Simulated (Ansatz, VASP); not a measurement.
# Two plane-wave programs on Ni

```xyz
1
Lattice="0.0000 1.7381 1.7381 1.7381 0.0000 1.7381 1.7381 1.7381 0.0000" Properties=species:S:1:pos:R:3 pbc="T T T"
Ni    0.0000    0.0000    0.0000
```

Alike in both runs: functional r2SCAN; k mesh 15 × 15 × 15; occupations fermi-dirac, width 0.05 eV; collinear spin.

Ansatz relaxed the structure, and its values are those at the end. VASP's run is a single point on that final structure, the one shown.

|  | VASP | Ansatz |
| --- | --- | --- |
| version | VASP 6.6.1 | Ansatz 0.2.0 |
| potentials or method | VASP PAW PBE potentials, release 64 (Ni), cutoff 520 eV | plane waves (500 eV) with PAW, scalar-relativistic |
| valence electrons in the cell | 10 | 18 |

VASP gave:

```
pressure (GPa)                                                : 0.5
net moment per atom (μB)                                      : 0.69
size of the moment on the site where the two differ most (μB) : 0.71
```

Task: Which values does Ansatz return?

Result: Pressure (GPa): 0.0; net moment per atom (μB): 0.71; size of the moment on the site where the two differ most (μB): 0.78.

VASP's potentials were made for PBE, not for r2SCAN. Site moments also hang on the region over which each program counts them. VASP's potentials hold 10 valence electrons a cell and Ansatz's 18, so a difference there can come from the potentials and not from the codes.
